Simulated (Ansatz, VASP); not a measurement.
**One calculation of V, two programs**

POSCAR

```
V
1.0
   -1.5014198545      1.5014198545      1.5014198545
    1.5014198545     -1.5014198545      1.5014198545
    1.5014198545      1.5014198545     -1.5014198545
V
1
Direct
    0.0000000000      0.0000000000      0.0000000000
```

Contents of INCAR.step1:

```
PREC = Accurate
ENCUT = 520
ISMEAR = 0
SIGMA = 0.05
LREAL = F
LASPH = T
NELM = 150
ISPIN = 2
MAGMOM = 1
LMAXMIX = 4
NBANDS = 16
GGA = PE
ALGO = Normal
EDIFF = 1E-4
LWAVE = T
LCHARG = F
```

INCAR.step2

```
PREC = Accurate
ENCUT = 520
EDIFF = 1E-7
ISMEAR = 0
SIGMA = 0.05
LREAL = F
LASPH = T
NELM = 150
ALGO = Normal
ISIF = 2
LWAVE = F
LCHARG = F
ISPIN = 2
MAGMOM = 1
LORBIT = 11
LMAXMIX = 4
METAGGA = R2SCAN
LMIXTAU = T
NBANDS = 16
ISTART = 1
```

File KPOINTS:

```
Automatic mesh
0
Gamma
  20 20 20
```

Input for Ansatz:

```yaml
crystal:
  lattice:
    - [-1.5014198545, 1.5014198545, 1.5014198545]
    - [1.5014198545, -1.5014198545, 1.5014198545]
    - [1.5014198545, 1.5014198545, -1.5014198545]
  atoms:
    - { symbol: V, position: [0.0, 0.0, 0.0], spin: 1.0 }
basis:
  ecutwfc: 500
  ecutrho_ratio: 4
kpoints:
  mp_grid: { grid: [20, 20, 20] }
hamiltonian:
  xc: r2scan
scf:
  occupations: { method: gaussian, width: 0.05 }
output:
  forces: true
  stress: true
  eigenvalues: true
  populations: true
magnetization:
  spin_polarized: true
```

Alike in both runs: task single point; functional r2SCAN; k mesh 20 × 20 × 20; occupations gaussian, width 0.05 eV; collinear spin.

```csv
,VASP,Ansatz
version,VASP 6.6.1,Ansatz 0.2.0
potentials or method,"VASP PAW PBE potentials, release 64 (V_sv), cutoff 520 eV","scalar-relativistic, plane waves, PAW"
valence electrons in the cell,13,13
```

|  | VASP | Ansatz | Ansatz less VASP |
| --- | --- | --- | --- |
| gap on the k mesh at the Fermi level (eV) | none | none | - |
| pressure (GPa) | -3.2 | -3.9 | -0.66 |
| net moment per atom (μB) | 0.00 | 0.05 | +0.050 |
| size of the moment on the site where the two differ most (μB) | 0.00 | 0.04 | +0.041 |

VASP's potentials were made for PBE, not for r2SCAN. Site moments also hang on the region over which each program counts them. A gap of «none» marks a metal or a gap that the smearing closes. With one functional, cell and mesh, what is left measures potentials, basis and numerics. Ansatz's warnings: seeded moment not kept, stability check not made.
